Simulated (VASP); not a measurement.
Set up this calculation in VASP 6.6.1, as the native input.

| Quantity | Value |
| --- | --- |
| Task | relaxation of cell and atoms |
| Functional | PBE |
| Potentials or basis | VASP PAW PBE potentials, release 64 (Ca_sv, Lu, H) |
| Cutoff | 600 eV |
| k mesh | 10 × 10 × 6 |
| Occupations | gaussian, width 0.1 eV |
| Spin | no spin polarisation |
| Dipole correction | no |
| Further INCAR settings | ALGO = Normal; EDIFF = 1e-06; IBRION = 2; EDIFFG = -0.01; NSW = 100; ISIF = 3 |

The structure of CaLuH5 lies in POSCAR:

```
CaLuH5
1.0
    3.7173060800      0.0000000000      0.0000000000
    0.0000000000      3.7173060800      0.0000000000
    0.0000000000      0.0000000000      5.9788653900
Ca Lu H
1 1 5
Direct
    0.0000000000      0.0000000000      0.0000000000
    0.0000000000      0.0000000000      0.5000000000
    0.0000000000      0.5000000000      0.3021256300
    0.0000000000      0.5000000000      0.6978743700
    0.5000000000      0.0000000000      0.3021256300
    0.5000000000      0.0000000000      0.6978743700
    0.5000000000      0.5000000000      0.0000000000
```

The cell was built from a structure type or drawn by symmetry, and may not be a known phase.

One way to write it, as run:

INCAR

```
PREC = Accurate ; ENCUT = 600
EDIFF = 1E-6 ; ISMEAR = 0
SIGMA = 0.1 ; LREAL = F
LASPH = T ; NELM = 100
ALGO = Normal ; ISIF = 3
LWAVE = F ; LCHARG = F
GGA = PE ; IBRION = 2
NSW = 100 ; EDIFFG = -0.01
```

KPOINTS

```
regular mesh
0
Gamma
  10 10 6
```

Potentials or basis: VASP PAW PBE potentials, release 64 (Ca_sv, Lu, H).

The run is started by

```bash
$ cat potpaw_PBE.64/Ca_sv/POTCAR potpaw_PBE.64/Lu/POTCAR potpaw_PBE.64/H/POTCAR > POTCAR
$ mpirun -np 1 vasp_std > vasp.out
```

It gave:

| Property | Result |
| --- | --- |
| Relaxed volume | 11.30 Å³/atom |
| Relaxed cell | a = 3.442 Å, b = 3.442 Å, c = 6.679 Å, α = 90.00°, β = 90.00°, γ = 90.00° |
| Space group after relaxing (to 0.1 Å) | P4/mmm (No. 123) |
| Energy gained by relaxing | 127.9 meV/atom |
| Ionic steps | 8 |
| Pressure after relaxing | -0.1 GPa |
| Largest force after relaxing | 0.003 eV/Å |
| Band gap on the k mesh | zero (bands 20 and 21 overlap by 0.64 eV) |

Caveat: spin-orbit coupling is left out, which moves the levels of the heavy elements.

It took 9 min on 1 thread of Intel(R) Xeon(R) 6975P-C (Granite Rapids) (shared host), peak memory 0.38 GiB.
